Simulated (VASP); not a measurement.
Ta8N7 (a cell with a defect), 15 atoms in the cell. The cell holds a defect, 15 atoms: a = 5.803 Å, b = 5.803 Å, c = 5.695 Å, α = 90.00°, β = 90.00°, γ = 120.00°. 

| Property | Result |
| --- | --- |
| Program | VASP 6.6.1 |
| Task | single point |
| Functional | PBE |
| Potentials or basis | VASP PAW PBE potentials, release 64 (N, Ta_pv) |
| Cutoff | 520 eV |
| k mesh | 3 × 3 × 3 |
| Occupations | gaussian, width 0.1 eV |
| Spin | no spin polarisation |
| Dipole correction | no |
| Further INCAR settings | LREAL = Auto; ALGO = Normal; EDIFF = 1e-07; NBANDS = 74 |

Potentials or basis: VASP PAW PBE potentials, release 64 (N, Ta_pv).

Command:

```console
$ cat potpaw_PBE.64/N/POTCAR potpaw_PBE.64/Ta_pv/POTCAR > POTCAR
$ mpirun -np 1 vasp_std > vasp.out
```

Hardware: 1 thread of Intel Xeon 8259CL (shared host).

Question: How long does it take, and how much memory?

Answer: It took 12 min on 1 thread of Intel Xeon 8259CL, with other jobs on the host, peak memory 0.35 GiB. Counts: scf iterations 18, k points 10.
